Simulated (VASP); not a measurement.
Set up this calculation in VASP 6.6.1, as the native input.

* Task: electric field gradients
* Functional: PBE
* Potentials or basis: VASP PAW PBE potentials, release 64 (P)
* Cutoff: 520 eV
* k mesh: 10 × 10 × 10
* Occupations: fermi-dirac, width 0.05 eV
* Spin: no spin polarisation
* Dipole correction: no
* Further INCAR settings: ALGO = Normal; EDIFF = 1e-08; NBANDS = 12

The structure of P lies in POSCAR:

```
P
1.0
    0.0000000000      2.6566464230      2.6566464230
    2.6566464230      0.0000000000      2.6566464230
    2.6566464230      2.6566464230      0.0000000000
P
2
Direct
   -0.1700000000     -0.1100000000     -0.1100000000
    0.1700000000      0.1100000000      0.1100000000
```

This cell differs from its parent crystal: shortest bond scaled by 0.88.

The input as run:

INCAR

```
ALGO = Normal
EDIFF = 1E-8
ENCUT = 520
GGA = PE
ISIF = 2
ISMEAR = -1
LASPH = T
LCHARG = F
LEFG = T
LREAL = F
LWAVE = F
NBANDS = 12
NELM = 100
PREC = Accurate
SIGMA = 0.05
```

KPOINTS

```
k-points
0
Gamma
  10 10 10
```

Potentials or basis: VASP PAW PBE potentials, release 64 (P).

Run with:

```console
$ cat potpaw_PBE.64/P/POTCAR > POTCAR
$ mpirun -np 1 vasp_std > vasp.out
```

Results of the run:

```json
{"Pressure": "7.2 GPa", "Largest force": "1.069 eV/Å", "Band gap on the k mesh": "zero (bands 5 and 6 overlap by 1.99 eV)", "Largest electric field gradient by atom": "P -2.6 V/Å²"}
```

Caveat: the cell differs from its parent crystal (shortest bond scaled by 0.88); the cell stands under pressure; without QUAD_EFG the Cq values of the log hold for a quadrupole moment of 1 mb, not for the nuclei; forces of over 1 eV/Å act on the atoms, so gaps and moduli don't describe the material at rest.

It took 69 s on 1 thread of AMD EPYC 7R13 (shared host), peak memory 0.14 GiB.
